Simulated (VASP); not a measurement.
Input of a VASP 6.6.1 run:

File INCAR:

```
SYSTEM = NaI
PREC = Accurate ; ENCUT = 520
EDIFF = 1E-6 ; ISMEAR = 0
SIGMA = 0.01 ; LREAL = .False.
LASPH = .True. ; NELM = 60
ALGO = Normal ; ISIF = 2
LWAVE = .False. ; LCHARG = .True.
GGA = PS ; LELF = .True.
LVHAR = .True. ; NBANDS = 14
```

Contents of KPOINTS:

```
regular mesh
0
Gamma
  8 8 8
  0 0 0
```

POSCAR

```
NaI
1.0
    0.0000000000      2.8333628620      2.8333628620
    2.8333628620      0.0000000000      2.8333628620
    2.8333628620      2.8333628620      0.0000000000
Na I
1 1
Direct
    0.0000000000      0.0000000000      0.0000000000
    0.5000000000      0.5000000000      0.5000000000
```

Potentials or basis: VASP PAW PBE potentials, release 64 (Na_pv, I).

Command:

```bash
$ cat potpaw_PBE.64/Na_pv/POTCAR potpaw_PBE.64/I/POTCAR > POTCAR
$ mpirun -np 1 vasp_std > vasp.out
```

Q: What does it give for the pressure?

A: 15.2 GPa.

Q: Predict the band gap on the k mesh.

A: 4.28 eV, indirect (least direct gap 5.01 eV).

Caveat: the PAW data sets were made with another functional, which shifts forces and pressure a little; spin-orbit coupling is left out, which moves the levels of the heavy elements. A k mesh can miss the band edges.
